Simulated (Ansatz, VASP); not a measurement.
# MgO2 in VASP and in Ansatz

POSCAR

```
MgO2
1.0
    1.8454751684      1.0654855853      3.4939788749
   -1.8454751684      1.0654855853      3.4939788749
    0.0000000000     -2.1309711705      3.4939788749
Mg O
1 2
Direct
    0.0000000000      0.0000000000      0.0000000000
    0.4287860000      0.4287860000      0.4287860000
    0.5712140000      0.5712140000      0.5712140000
```

Contents of INCAR.step1:

```
SYSTEM = MgO2
PREC = Accurate ; ENCUT = 520
ISMEAR = 0 ; SIGMA = 0.05
LREAL = .FALSE. ; LASPH = .TRUE.
NELM = 100 ; NBANDS = 14
GGA = PE ; ALGO = Normal
EDIFF = 1E-4 ; LWAVE = .TRUE.
LCHARG = .FALSE.
```

File INCAR.step2:

```
SYSTEM = MgO2
PREC = Accurate ; ENCUT = 520
EDIFF = 1E-6 ; ISMEAR = 0
SIGMA = 0.05 ; LREAL = .FALSE.
LASPH = .TRUE. ; NELM = 100
ALGO = Normal ; ISIF = 2
LWAVE = .FALSE. ; LCHARG = .FALSE.
METAGGA = R2SCAN ; LMIXTAU = .TRUE.
NBANDS = 14 ; ISTART = 1
```

File KPOINTS:

```
Automatic mesh
0
G
  12 12 12
  0 0 0
```

Input for Ansatz:

```yaml
crystal:
  lattice:
    - [1.8454751684, 1.0654855853, 3.4939788749]
    - [-1.8454751684, 1.0654855853, 3.4939788749]
    - [0.0, -2.1309711705, 3.4939788749]
  atoms:
    - { symbol: Mg, position: [0.0, 0.0, 0.0] }
    - { symbol: O, position: [0.428786, 0.428786, 0.428786] }
    - { symbol: O, position: [0.571214, 0.571214, 0.571214] }
basis:
  ecutwfc: 500
kpoints:
  mp_grid: { grid: [12, 12, 12] }
hamiltonian:
  xc: r2scan
scf:
  occupations: { method: gaussian, width: 0.05 }
output:
  forces: true
  stress: true
  eigenvalues: true
```

Change from the starting cell: strain +0.1500 x Voigt [1, 1, 0, 0, 0, 0], atoms carried along.

Alike in both runs: task single point; functional r2SCAN; k mesh 12 × 12 × 12; occupations gaussian, width 0.05 eV; no spin polarisation.

```csv
,VASP,Ansatz
version,VASP 6.6.1,Ansatz 0.2.0
potentials or method,"VASP PAW PBE potentials, release 64 (Mg, O), cutoff 520 eV","scalar-relativistic, plane waves, PAW"
valence electrons in the cell,14,22
```

VASP gave:

* gap on the k mesh at the Fermi level (eV): 2.43
* least direct gap on the mesh (eV): 2.68
* pressure (GPa): -19.2
* traceless stress, the component that is largest in VASP (GPa): 14.23
* rms of the force components (eV/Å): 0.518

Problem. Which values does Ansatz return?

Solution. gap on the k mesh at the Fermi level (eV): 2.46; least direct gap on the mesh (eV): 2.71; pressure (GPa): -19.1; traceless stress, the component that is largest in VASP (GPa): 13.10; rms of the force components (eV/Å): 0.395.

VASP's potentials were made for PBE, not for r2SCAN. Atom by atom the forces differ by 0.123 eV/Å (rms over components). VASP's potentials hold 14 valence electrons a cell and Ansatz's 22, so a difference there can come from the potentials and not from the codes.
